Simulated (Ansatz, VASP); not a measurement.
## Si2W: VASP beside Ansatz

INCAR

```
  PREC = Accurate
  ENCUT = 520
  EDIFF = 1E-6
  ISMEAR = 0
  SIGMA = 0.03
  LREAL = F
  LASPH = T
  NELM = 60
  ALGO = Normal
  ISIF = 2
  LWAVE = F
  LCHARG = F
  NBANDS = 43
```

Contents of KPOINTS:

```
Automatic mesh
0
Gamma
  9 9 6
```

Contents of POSCAR:

```
Si2W
1.0
    4.5927688295      0.0000000000      0.0000000000
   -2.2963844148      3.9774544801      0.0000000000
    0.0000000000      0.0000000000      6.4496252673
Si W
6 3
Direct
    0.8572664714      0.7145329428      0.5000000000
    0.1427335286      0.8572664714      0.8333333333
    0.7145329428      0.8572664714      0.1666666667
    0.1427335286      0.2854670572      0.5000000000
    0.8572664714      0.1427335286      0.8333333333
    0.2854670572      0.1427335286      0.1666666667
    0.0000000000      0.5000000000      0.1666666667
    0.5000000000      0.5000000000      0.8333333333
    0.5000000000      0.0000000000      0.5000000000
```

Input for Ansatz:

```yaml
crystal:
  lattice:
    - [4.5927688295, 0.0, 0.0]
    - [-2.2963844148, 3.9774544801, 0.0]
    - [0.0, 0.0, 6.4496252673]
  atoms:
    - { symbol: Si, position: [0.8572664714, 0.7145329428, 0.5] }
    - { symbol: Si, position: [0.1427335286, 0.8572664714, 0.8333333333] }
    - { symbol: Si, position: [0.7145329428, 0.8572664714, 0.1666666667] }
    - { symbol: Si, position: [0.1427335286, 0.2854670572, 0.5] }
    - { symbol: Si, position: [0.8572664714, 0.1427335286, 0.8333333333] }
    - { symbol: Si, position: [0.2854670572, 0.1427335286, 0.1666666667] }
    - { symbol: W, position: [0.0, 0.5, 0.1666666667] }
    - { symbol: W, position: [0.5, 0.5, 0.8333333333] }
    - { symbol: W, position: [0.5, 0.0, 0.5] }
basis:
  ecutwfc: 420
kpoints:
  mp_grid: { grid: [9, 9, 6] }
hamiltonian:
  xc: lda
  pseudopotentials: { kind: paw, azcp: { folder: soft_1 } }
scf:
  occupations: { method: gaussian, width: 0.03 }
output:
  forces: true
  stress: true
  eigenvalues: true
```

Alike in both runs: task single point; functional LDA; k mesh 9 × 9 × 6; occupations gaussian, width 0.03 eV; no spin polarisation.

```csv
,VASP,Ansatz
version,VASP 6.6.1,Ansatz 0.2.0
potentials or method,"VASP PAW LDA potentials, release 64 (Si, W_sv), cutoff 520 eV","scalar-relativistic, plane waves, PAW"
valence electrons in the cell,66,66
```

VASP gave:

```
gap on the k mesh at the Fermi level (eV)                     : none
pressure (GPa)                                                : 5.3
traceless stress, the component that is largest in VASP (GPa) : 0.08
rms of the force components (eV/Å)                            : 1.682
```

Q: What did Ansatz give for the same quantities?

A: gap on the k mesh at the Fermi level (eV): none; pressure (GPa): 4.7; traceless stress, the component that is largest in VASP (GPa): 0.13; rms of the force components (eV/Å): 1.684.

Ansatz warns that its potentials were made for another functional, while VASP's fit it. LDA's correlation is that of Perdew and Zunger in VASP and of Perdew and Wang (1992) in Ansatz. Atom by atom the forces differ by 0.002 eV/Å (rms over components). A gap of «none» marks a metal or a gap that the smearing closes.

Spin-orbit coupling is off throughout.
